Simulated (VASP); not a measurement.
Write the native input for VASP 6.6.1 that does the following.

```
Task                   : relaxation of cell and atoms
Functional             : PBEsol
Dispersion             : D4
Potentials or basis    : VASP PAW PBE potentials, release 64 (Cd, Se)
Cutoff                 : 600 eV
k mesh                 : 8 × 8 × 8
Occupations            : fermi-dirac, width 0.05 eV
Spin                   : no spin polarisation
Dipole correction      : no
Further INCAR settings : ALGO = Normal; EDIFF = 1e-07; IBRION = 2; EDIFFG = -0.01; NSW = 60; ISIF = 3
```

The structure of CdSe lies in POSCAR:

```
CdSe
1.0
    0.0000000000      3.0702711986      3.0702711986
    3.0702711986      0.0000000000      3.0702711986
    3.0702711986      3.0702711986      0.0000000000
Cd Se
1 1
Direct
    0.0000000000      0.0000000000      0.0000000000
    0.2500000000      0.2500000000      0.2500000000
```

The input as run:

INCAR

```
SYSTEM = CdSe
PREC = Accurate
ENCUT = 600
EDIFF = 1E-7
ISMEAR = -1
SIGMA = 0.05
LREAL = .False.
LASPH = .True.
NELM = 80
ALGO = Normal
ISIF = 3
LWAVE = .False.
LCHARG = .False.
GGA = PS
IVDW = 13
IBRION = 2
NSW = 60
EDIFFG = -0.01
```

KPOINTS

```
regular mesh
0
Gamma
  8 8 8
  0 0 0
```

Potentials or basis: VASP PAW PBE potentials, release 64 (Cd, Se).

Command:

```bash
$ cat potpaw_PBE.64/Cd/POTCAR potpaw_PBE.64/Se/POTCAR > POTCAR
$ mpirun -np 1 vasp_std > vasp.out
```

Results of the run:

* Relaxed volume: 27.73 Å³/atom
* Relaxed cell: a = 4.280 Å, b = 4.280 Å, c = 4.280 Å, α = 60.00°, β = 60.00°, γ = 60.00°
* Space group after relaxing (to 0.05 Å): F-43m (No. 216)
* Energy gained by relaxing: 8.5 meV/atom
* Ionic steps: 3
* Pressure after relaxing: 0.0 GPa
* Band gap on the k mesh: 0.51 eV, direct
* Dispersion energy per atom: -0.195 eV

Caveat: the PAW data sets were made with another functional, which shifts forces and pressure a little.

Wall time 92 s on 1 thread of Intel Xeon 8259CL (shared host), peak memory 0.23 GiB.
